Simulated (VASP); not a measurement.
A run of VASP 6.6.1 is set up as follows.

Contents of POSCAR:

```
GaAs
1.0
    0.0000000000      2.7905888177      2.8692094531
    2.7905888177      0.0000000000      2.8692094531
    2.7905888177      2.7905888177      0.0000000000
Ga As
1 1
Direct
    0.0000000000      0.0000000000      0.0000000000
    0.2500000000      0.2500000000      0.2500000000
```

File INCAR.step1:

```
SYSTEM = GaAs
PREC     = Accurate       ! precision mode
ENCUT    = 520            ! plane-wave cutoff, eV
ISMEAR   = 0              ! smearing method
SIGMA    = 0.01           ! smearing width, eV
LREAL    = .False.        ! projectors in reciprocal space
LASPH    = .True.         ! aspherical terms in the spheres
NELM     = 60             ! most SCF steps
NBANDS   = 16             ! bands
GGA      = PE             ! functional
ALGO     = Normal         ! electronic algorithm
EDIFF    = 1E-4           ! SCF threshold, eV
LWAVE    = .True.         ! write WAVECAR
LCHARG   = .False.        ! write CHGCAR
```

Contents of INCAR.step2:

```
SYSTEM = GaAs
PREC     = Accurate       ! precision mode
ENCUT    = 520            ! plane-wave cutoff, eV
EDIFF    = 1E-7           ! SCF threshold, eV
ISMEAR   = 0              ! smearing method
SIGMA    = 0.01           ! smearing width, eV
LREAL    = .False.        ! projectors in reciprocal space
LASPH    = .True.         ! aspherical terms in the spheres
NELM     = 60             ! most SCF steps
ALGO     = Normal         ! electronic algorithm
ISIF     = 2              ! what is computed and relaxed
LWAVE    = .False.        ! write WAVECAR
LCHARG   = .True.         ! write CHGCAR
METAGGA  = R2SCAN         ! meta-GGA
LMIXTAU  = .True.       
LELF     = .True.         ! ELF
LVHAR    = .True.       
NBANDS   = 16             ! bands
ISTART   = 1
```

The input KPOINTS:

```
regular mesh
0
Gamma
  8 8 8
  0 0 0
```

Potentials or basis: VASP PAW PBE potentials, release 64 (Ga_d, As).

Launch:

```console
$ cat potpaw_PBE.64/Ga_d/POTCAR potpaw_PBE.64/As/POTCAR > POTCAR
$ cp INCAR.step1 INCAR
$ mpirun -np 1 vasp_std > vasp.out
$ cp INCAR.step2 INCAR
$ mpirun -np 1 vasp_std > vasp.out
```

Question: Predict the band gap on the k mesh.

Answer: 1.02 eV, direct.

Question: Predict the pressure.

Answer: 1.5 GPa.

Stress tensor (GPa, compression positive):
```
2.12 0.00 0.00
0.00 2.12 0.00
0.00 0.00 0.14
```

Caveat: the cell differs from its parent crystal (epitaxial xy strain -1.5%); the PAW data sets were made with another functional, which shifts forces and pressure a little. A k mesh can miss the band edges.
